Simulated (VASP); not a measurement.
The system is Tc.

```
CELL_PARAMETERS angstrom
0.00000 1.95000 1.95000
1.95000 0.00000 1.95000
1.95000 1.95000 0.00000
ATOMIC_POSITIONS crystal
Tc 0.00000 0.00000 0.00000
```

```yaml
Program: VASP 6.6.1
Task: relaxation of cell and atoms
Functional: BLYP
Potentials_or_basis: VASP PAW PBE potentials, release 64 (Tc_pv)
Cutoff: 600 eV
k_mesh: 12 × 12 × 12
Occupations: fermi-dirac, width 0.05 eV
Spin: no spin polarisation
```

At the start: pressure 5.8 GPa; volume 14.83 Å³/atom.

Task: Where does the relaxation end?

Result: Over 3 steps the energy falls by 5.6 meV/atom and the volume is 15.15 Å³/atom (+2.2 %); space group Fm-3m (No. 225, to 0.05 Å).

The path:
| step | energy change (eV) | largest force (eV/Å) | pressure (GPa) | volume (Å³) |
| --- | --- | --- | --- | --- |
| 1 | 0.0000 | 0.0000 | 5.81 | 14.83 |
| 2 | 0.0313 | 0.0000 | -12.91 | 16.01 |
| 3 | -0.0056 | 0.0000 | -0.08 | 15.15 |

Final structure:
```cif
data_structure
_symmetry_space_group_name_H-M 'P 1'
_symmetry_Int_Tables_number 1
_cell_length_a 2.7775
_cell_length_b 2.7775
_cell_length_c 2.7775
_cell_angle_alpha 60.000
_cell_angle_beta 60.000
_cell_angle_gamma 60.000
_cell_volume 15.15
loop_
_atom_site_label
_atom_site_type_symbol
_atom_site_fract_x
_atom_site_fract_y
_atom_site_fract_z
_atom_site_occupancy
Tc1 Tc 0.00000 0.00000 0.00000 1
```

Caveat: the PAW data sets were made with another functional, which shifts forces and pressure a little.
